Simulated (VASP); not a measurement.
# Si4N in VASP: a series of runs

Runs on Si4N. Level: PBE+D3(BJ). Tasks: single point.

Everything below comes from runs of VASP 6.6.1. Logs are shortened: lines on timing, memory, paths and dates and some standing lists are left out, and cuts for length are marked.

**1. The cell of the first run**

The cell holds a slab with vacuum, 5 atoms: a = 3.833 Å, b = 3.833 Å, c = 21.103 Å, α = 90.00°, β = 90.00°, γ = 90.00°.

**2. Single point, PBE+D3(BJ), collinear spin, ferromagnetic start**

File INCAR:

```
SYSTEM = Si4N
ALGO     = Normal         ! electronic algorithm
DIPOL    = 0.5 0.5 0.335
EDIFF    = 1E-6           ! SCF threshold, eV
ENCUT    = 520            ! plane-wave cutoff, eV
GGA      = PE             ! functional
IDIPOL   = 3            
ISIF     = 2              ! what is computed and relaxed
ISMEAR   = 0              ! smearing method
ISPIN    = 2              ! spin polarisation
IVDW     = 12             ! dispersion correction
LASPH    = .True.         ! aspherical terms in the spheres
LCHARG   = .False.        ! write CHGCAR
LDIPOL   = .True.       
LORBIT   = 11             ! projections on sites
LREAL    = .False.        ! projectors in reciprocal space
LWAVE    = .False.        ! write WAVECAR
MAGMOM   = 0 0 0 0 3      ! initial moments
NBANDS   = 22             ! bands
NELM     = 150            ! most SCF steps
PREC     = Accurate       ! precision mode
SIGMA    = 0.05           ! smearing width, eV
```

File KPOINTS:

```
k-points
0
Gamma
  7 7 1
  0 0 0
```

File POSCAR:

```
Si4N
1.0
    3.8333442755      0.0000000000      0.0000000000
    0.0000000000      3.8333442755      0.0000000000
    0.0000000000      0.0000000000     21.1034818114
Si N
4 1
Direct
    0.0000000000      0.5000000000      0.1895421825
    0.0000000000      0.0000000000      0.2537634269
    0.5000000000      0.0000000000      0.3207061922
    0.5000000000      0.5000000000      0.3839879070
    0.8750000000      0.8750000000      0.5261445439
```

Potentials or basis: VASP PAW PBE potentials, release 64 (Si, N).

The run is started by

```sh
> cat potpaw_PBE.64/Si/POTCAR potpaw_PBE.64/N/POTCAR > POTCAR
> mpirun -np 1 vasp_std > vasp.out
```

OUTCAR:

```text
SYSTEM = Si4N
   EDIFF = 1E-6
   ENCUT = 520
   GGA = PE
   ISIF = 2
   ISMEAR = 0
   ISPIN = 2
   IVDW = 12
   LASPH = .True.
   LORBIT = 11
   LREAL = .False.
   NELM = 150
   PREC = Accurate
 IVDW          = 12

 ion  position               nearest neighbor table
   1  0.000  0.500  0.190-   2 2.35   2 2.35
   2  0.000  0.000  0.254-   1 2.35   1 2.35   3 2.38   3 2.38
   3  0.500  0.000  0.321-   4 2.34   4 2.34   2 2.38   2 2.38
   4  0.500  0.500  0.384-   3 2.34   3 2.34
   5  0.875  0.875  0.526-

  LATTYP: Found a simple tetragonal cell.
 ALAT       =     3.8333442755
 C/A-ratio  =     5.5052404101

  Lattice vectors:

 A1 = (   3.8333442755,   0.0000000000,   0.0000000000)
 A2 = (   0.0000000000,   3.8333442755,   0.0000000000)
 A3 = (   0.0000000000,   0.0000000000,  21.1034818114)

Analysis of symmetry for initial positions (statically):
=====================================================================
 Subroutine PRICEL returns:
 Original cell was already a primitive cell.

 Routine SETGRP: Setting up the symmetry group for a
 simple tetragonal supercell.

 Subroutine GETGRP returns: Found  1 space group operations
 (whereof  1 operations were pure point group operations)
 out of a pool of 16 trial point group operations.

The static configuration has the point symmetry C_1 .

Analysis of symmetry for dynamics (positions and initial velocities):
=====================================================================
 Subroutine PRICEL returns:
 Original cell was already a primitive cell.

 Routine SETGRP: Setting up the symmetry group for a
 simple tetragonal supercell.

 Subroutine GETGRP returns: Found  1 space group operations
 (whereof  1 operations were pure point group operations)
 out of a pool of 16 trial point group operations.

The dynamic configuration has the point symmetry C_1 .

Analysis of structural, dynamic, and magnetic symmetry:
=====================================================================
 Subroutine PRICEL returns:
 Original cell was already a primitive cell.

 Routine SETGRP: Setting up the symmetry group for a
 simple tetragonal supercell.

 Subroutine GETGRP returns: Found  1 space group operations
 (whereof  1 operations were pure point group operations)
 out of a pool of 16 trial point group operations.

The overall configuration has the point symmetry C_1 .

 Subroutine INISYM returns: Found  1 space group operations
 (whereof  1 operations are pure point group operations),
 and found     1 'primitive' translations

[... 140 lines left out ...]
 number of electron      21.0000000 magnetization       2.6997638

 dipolmoment           0.000000      0.000000      0.040881 electrons x Angstroem

 Free energy of the ion-electron system (eV)
  ---------------------------------------------------
  ext. energy  EPLUGINS =         0.00000000
  ---------------------------------------------------
  free energy    TOTEN  =       -21.24571046 eV

  energy without entropy =      -21.24160172  energy(sigma->0) =      -21.24365609

 E-fermi :  -2.4077     XC(G=0):  -3.8821

 val. band max:       -2.4259129732   @ k =   0.4286   0.4286   0.0000
 cond. band min:      -2.3797746901   @ k =  -0.1429   0.4286   0.0000
 fundamental gap:      0.0461382831
 Fermi energy:        -2.4076622047

 spin component 1

 k-point     1 :       0.0000    0.0000    0.0000
  band No.  band energies     occupation
      1     -16.4948      1.00000
      2     -13.2124      1.00000
      3     -11.0612      1.00000
      4      -7.7470      1.00000
      5      -5.0356      1.00000
      6      -4.6506      1.00000
[... 589 lines left out ...]
     21       5.3296      0.00000
     22       6.0270      0.00000

 [... further k-points ...]

 spin component 2

 k-point     1 :       0.0000    0.0000    0.0000
  band No.  band energies     occupation
      1     -13.2493      1.00000
      2     -12.0839      1.00000
      3     -11.1070      1.00000
      4      -7.7963      1.00000
      5      -4.2995      1.00000
      6      -4.0541      1.00000
[... 589 lines left out ...]
     21       5.3829      0.00000
     22       6.1419      0.00000

 [... further k-points ...]

------------------------ aborting loop because EDIFF is reached ----------------------------------------

 vacuum level on the upper side and lower side of the slab       (xc-potential included)         0.246        -0.229

 Edisp (eV)   -0.99287

 E8    (eV) :    -0.4221

  FORCE on cell =-STRESS in cart. coord.  units (eV):
  Direction    XX          YY          ZZ          XY          YZ          ZX
  --------------------------------------------------------------------------------------
  -------------------------------------------------------------------------------------
  Total      -3.83379    -1.27509    -0.90907    -0.02512    -0.08704    -0.08142
  in kB     -19.80750    -6.58784    -4.69673    -0.12980    -0.44968    -0.42066
  external pressure =      -10.36 kB  Pullay stress =        0.00 kB

 VOLUME and BASIS-vectors are now :
 -----------------------------------------------------------------------------
  energy-cutoff  :      520.00
  volume of cell :      310.11
      direct lattice vectors                 reciprocal lattice vectors
     3.833344276  0.000000000  0.000000000     0.260868821  0.000000000  0.000000000
     0.000000000  3.833344276  0.000000000     0.000000000  0.260868821  0.000000000
     0.000000000  0.000000000 21.103481811     0.000000000  0.000000000  0.047385546

 POSITION                                       TOTAL-FORCE (eV/Angst)
 -----------------------------------------------------------------------------------
      0.00000      1.91667      4.00000         0.002417      0.003760      0.099167
      0.00000      0.00000      5.35529        -0.007695      0.002969      0.017126
      1.91667      0.00000      6.76802         0.020972     -0.011970     -0.059929
      1.91667      1.91667      8.10348         0.005814      0.031739      0.111588
      3.35418      3.35418     11.10348        -0.021508     -0.026498     -0.167952
 -----------------------------------------------------------------------------------
    total drift:                               -0.000051      0.000031      0.000101

  FREE ENERGIE OF THE ION-ELECTRON SYSTEM (eV)
  ---------------------------------------------------
  free  energy   TOTEN  =       -22.2385780420 eV

  energy  without entropy=      -22.2344693072  energy(sigma->0) =      -22.23652367

 vacuum level on the upper side and lower side of the slab         3.442         2.909

 total charge

# of ion       s       p       d       tot
------------------------------------------
    1        0.863   0.721   0.000   1.584
    2        0.776   0.894   0.000   1.669
    3        0.776   0.898   0.000   1.673
    4        0.862   0.720   0.000   1.582
    5        1.363   1.911   0.000   3.274
--------------------------------------------------
tot          4.639   5.144   0.000   9.783

 magnetization (x)

# of ion       s       p       d       tot
------------------------------------------
    1       -0.001  -0.018   0.000  -0.019
    2        0.000  -0.011   0.000  -0.011
    3        0.002  -0.009   0.000  -0.007
    4       -0.000  -0.040   0.000  -0.040
    5        0.039   1.871   0.000   1.910
--------------------------------------------------
tot          0.040   1.794   0.000   1.834
```

OSZICAR:

```text
N       E                     dE             d eps       ncg     rms          rms(c)
DAV:   1     0.925512869436E+02    0.92551E+02   -0.65401E+03  2200   0.676E+02
DAV:   2    -0.821624790576E+01   -0.10077E+03   -0.96084E+02  3084   0.125E+02
DAV:   3    -0.213728059113E+02   -0.13157E+02   -0.12762E+02  2908   0.409E+01
[... 21 lines left out ...]
DAV:  25    -0.212456955441E+02   -0.28523E-04   -0.31921E-06  2502   0.429E-03    0.174E-03
DAV:  26    -0.212457017580E+02   -0.62139E-05   -0.19922E-07  2380   0.154E-03    0.625E-04
DAV:  27    -0.212457072996E+02   -0.55416E-05   -0.21779E-07  2256   0.130E-03    0.543E-04
DAV:  28    -0.212457097006E+02   -0.24010E-05   -0.81032E-08  2304   0.836E-04    0.323E-04
DAV:  29    -0.212457104595E+02   -0.75889E-06   -0.26307E-08  2178   0.508E-04
   1 F= -.22238578E+02 E0= -.22236524E+02  d E =-.410873E-02  mag=     2.6997
```

Wall time 14 min (1 thread of Intel Xeon Platinum 8259CL at 2.50GHz (Skylake/Cascade Lake), shared host); peak memory 0.62 GiB.

Results:

| Item | Value |
| --- | --- |
| Free energy | -22.2386 eV |
| Largest force | 0.171 eV/Å |
| Net moment | 2.70 μB per cell |
| Site moments | Si -0.02, -0.01, -0.04; N +1.91 μB |
| Valence electrons inside the program's atomic spheres | Si 1.58, 1.67; N 3.27 |
| Dispersion energy per atom | -0.199 eV |

Forces in eV/Å, atoms in the order of the input:
```
Si   0.002  0.004  0.099
Si  -0.008  0.003  0.017
Si   0.021 -0.012 -0.060
Si   0.006  0.032  0.112
N   -0.022 -0.026 -0.168
```

**3. Single point, PBE+D3(BJ), collinear spin, ferromagnetic start**

File INCAR:

```
SYSTEM = Si4N
  PREC = Accurate
  ENCUT = 520
  EDIFF = 1E-6
  ISMEAR = 0
  SIGMA = 0.05
  LREAL = .False.
  LASPH = .True.
  NELM = 150
  ALGO = Normal
  ISIF = 2
  LWAVE = .False.
  LCHARG = .False.
  ISPIN = 2
  MAGMOM = 0 0 0 0 3
  LORBIT = 11
  LDIPOL = .True.
  IDIPOL = 3
  DIPOL = 0.5 0.5 0.335
  GGA = PE
  IVDW = 12
  NBANDS = 22
```

File KPOINTS:

```
regular mesh
0
Gamma
  7 7 1
  0 0 0
```

POSCAR, as its differences from that of step 2:

```diff
@@ -12,2 +12,2 @@
     0.5000000000      0.5000000000      0.3839879070
-    0.8750000000      0.8750000000      0.5261445439
+    0.6250000000      0.8750000000      0.5261445439
```

Potentials or basis: VASP PAW PBE potentials, release 64 (Si, N).

The run is started by

```sh
> cat potpaw_PBE.64/Si/POTCAR potpaw_PBE.64/N/POTCAR > POTCAR
> mpirun -np 1 vasp_std > vasp.out
```

Wall time 18 min (1 thread of Intel Xeon 8259CL, shared host); peak memory 0.62 GiB.

It converged, with:

```
Free energy                                           : -22.2665 eV
Largest force                                         : 0.250 eV/Å
Net moment                                            : 2.67 μB per cell
Site moments                                          : Si -0.01, -0.05; N +1.89 μB
Valence electrons inside the program's atomic spheres : Si 1.58, 1.67; N 3.27
Dispersion energy per atom                            : -0.199 eV
```

Forces on the atoms (eV/Å):
```
Si   0.002  0.009  0.079
Si  -0.004  0.006  0.033
Si   0.021 -0.025 -0.011
Si   0.006  0.067  0.141
N   -0.024 -0.057 -0.242
```

Levels at points of the mesh, in eV from the Fermi level:
Spin up:
```
           k point  band 8  band 9  band 10  band 11  band 12  band 13  band 14  band 15  band 16  band 17
(0.00, 0.00, 0.00)   -1.87   -1.64    -1.34    -0.49     0.63     1.40     1.90     2.05     3.14     3.42
```
Spin down:
| k point | band 5 | band 6 | band 7 | band 8 | band 9 | band 10 | band 11 | band 12 | band 13 | band 14 |
| --- | --- | --- | --- | --- | --- | --- | --- | --- | --- | --- |
| (0.00, 0.00, 0.00) | -1.91 | -1.68 | -1.66 | -0.54 | 0.26 | 1.35 | 1.62 | 1.85 | 1.96 | 2.08 |

**4. Single point, PBE+D3(BJ), collinear spin, ferromagnetic start**

File INCAR:

```
SYSTEM = Si4N
PREC = Accurate ; ENCUT = 520
EDIFF = 1E-7 ; ISMEAR = 0
SIGMA = 0.05 ; LREAL = .False.
LASPH = .True. ; NELM = 150
ALGO = Normal ; ISIF = 2
LWAVE = .False. ; LCHARG = .True.
ISPIN = 2 ; MAGMOM = 0 0 0 0 3
LORBIT = 11 ; LDIPOL = .True.
IDIPOL = 3 ; DIPOL = 0.5 0.5 0.335
GGA = PE ; IVDW = 12
LELF = .True. ; LVHAR = .True.
LVACPOTAV = .True. ; NBANDS = 22
```

KPOINTS is that of step 3.

POSCAR, as its differences from that of step 3:

```diff
@@ -12,2 +12,2 @@
     0.5000000000      0.5000000000      0.3839879070
-    0.6250000000      0.8750000000      0.5261445439
+    0.8750000000      0.6250000000      0.5261445439
```

The run is started by

```sh
> cat potpaw_PBE.64/Si/POTCAR potpaw_PBE.64/N/POTCAR > POTCAR
> mpirun -np 1 vasp_std > vasp.out
```

Wall time 18 min (1 thread of Intel Xeon 8259CL, shared host); peak memory 0.63 GiB.

The run converged. Its results:

- Free energy: -22.2748 eV
- Largest force: 0.272 eV/Å
- Net moment: 2.64 μB per cell
- Site moments: Si -0.01, -0.05; N +1.89 μB
- Valence electrons inside the program's atomic spheres: Si 1.58, 1.67; N 3.27
- Dispersion energy per atom: -0.198 eV

Forces in eV/Å, atoms in the order of the input:
```
Si   0.009  0.004  0.080
Si  -0.014  0.003  0.040
Si   0.048 -0.014 -0.017
Si   0.012  0.039  0.162
N   -0.056 -0.033 -0.265
```

Levels at points of the mesh, in eV from the Fermi level:
Spin up:
```
           k point  band 9  band 10  band 11  band 12  band 13  band 14  band 15  band 16
(0.00, 0.00, 0.00)   -1.66    -1.33    -0.52     0.61     1.39     1.88     2.04     3.10
```
Spin down:
| k point | band 7 | band 8 | band 9 | band 10 | band 11 | band 12 |
| --- | --- | --- | --- | --- | --- | --- |
| (0.00, 0.00, 0.00) | -1.68 | -0.56 | 0.23 | 1.31 | 1.58 | 1.84 |
